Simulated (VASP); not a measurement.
Here is a VASP 6.6.1 calculation.

Contents of INCAR:

```
  ALGO = Normal
  DIPOL = 0.5 0.5 0.508
  EDIFF = 1E-7
  EDIFFG = -0.02
  ENCUT = 520
  GGA = PS
  IBRION = 2
  IDIPOL = 3
  ISIF = 2
  ISMEAR = 0
  LASPH = T
  LCHARG = F
  LDIPOL = T
  LREAL = Auto
  LUSENCCL = F
  LWAVE = F
  NELM = 100
  NSW = 80
  PREC = Accurate
  SIGMA = 0.05
```

The input KPOINTS:

```
k-points
0
Gamma
  5 5 1
```

POSCAR

```
SrTiO3
1.0
    5.4870893870      0.0000000000      0.0000000000
    0.0000000000      5.4870893870      0.0000000000
    0.0000000000      0.0000000000     24.7607832423
Sr O Ti
6 18 6
Direct
    0.5000000000      0.0000000000      0.3028983343
    0.0000000000      0.5000000000      0.3028983343
    0.0000000000      0.5000000000      0.4605796669
    0.5000000000      0.0000000000      0.4605796669
    0.5000000000      0.0000000000      0.6182609994
    0.0000000000      0.5000000000      0.6182609994
    0.0000000000      0.0000000000      0.3028983343
    0.5000000000      0.5000000000      0.3028983343
    0.7746454728      0.7253545272      0.3817390006
    0.2746454728      0.7746454728      0.3817390006
    0.2253545272      0.2746454728      0.3817390006
    0.7253545272      0.2253545272      0.3817390006
    0.5000000000      0.5000000000      0.4605796669
    0.0000000000      0.0000000000      0.4605796669
    0.2746454728      0.2253545272      0.5394203331
    0.7746454728      0.2746454728      0.5394203331
    0.7253545272      0.7746454728      0.5394203331
    0.2253545272      0.7253545272      0.5394203331
    0.0000000000      0.0000000000      0.6182609994
    0.5000000000      0.5000000000      0.6182609994
    0.7746454728      0.7253545272      0.6971016657
    0.2746454728      0.7746454728      0.6971016657
    0.2253545272      0.2746454728      0.6971016657
    0.7253545272      0.2253545272      0.6971016657
    0.5000000000      0.5000000000      0.3817390006
    0.0000000000      0.0000000000      0.3817390006
    0.0000000000      0.0000000000      0.5394203331
    0.5000000000      0.5000000000      0.5394203331
    0.5000000000      0.5000000000      0.6971016657
    0.0000000000      0.0000000000      0.6971016657
```

Potentials or basis: VASP PAW PBE potentials, release 64 (Sr_sv, O, Ti_sv).

Command:

```console
$ cat potpaw_PBE.64/Sr_sv/POTCAR potpaw_PBE.64/O/POTCAR potpaw_PBE.64/Ti_sv/POTCAR > POTCAR
$ mpirun -np 1 vasp_std > vasp.out
```

Predict the energy gained by relaxing.

24.8 meV/atom.

Estimate the band gap on the k mesh.

0.68 eV.

Forces in eV/Å, atoms in the order of the input:
```
Sr   0.000  0.000  0.000
Sr   0.000  0.000  0.000
Sr   0.000  0.000  0.004
Sr   0.000  0.000  0.004
Sr   0.000  0.000  0.000
Sr   0.000  0.000  0.000
O    0.000  0.000 -0.002
O    0.000  0.000 -0.002
O   -0.008  0.008  0.003
O   -0.008 -0.008  0.003
O    0.008 -0.008  0.003
O    0.008  0.008  0.003
O    0.000  0.000 -0.001
O    0.000  0.000 -0.001
O   -0.009  0.009 -0.002
O   -0.009 -0.009 -0.002
O    0.009 -0.009 -0.002
O    0.009  0.009 -0.002
O    0.000  0.000  0.003
O    0.000  0.000  0.003
O    0.002 -0.002 -0.001
O    0.002  0.002 -0.001
O   -0.002  0.002 -0.001
O   -0.002 -0.002 -0.001
Ti   0.000  0.000  0.003
Ti   0.000  0.000  0.003
Ti   0.000  0.000 -0.010
Ti   0.000  0.000 -0.010
Ti   0.000  0.000  0.003
Ti   0.000  0.000  0.003
```

Caveat: the PAW data sets were made with another functional, which shifts forces and pressure a little.
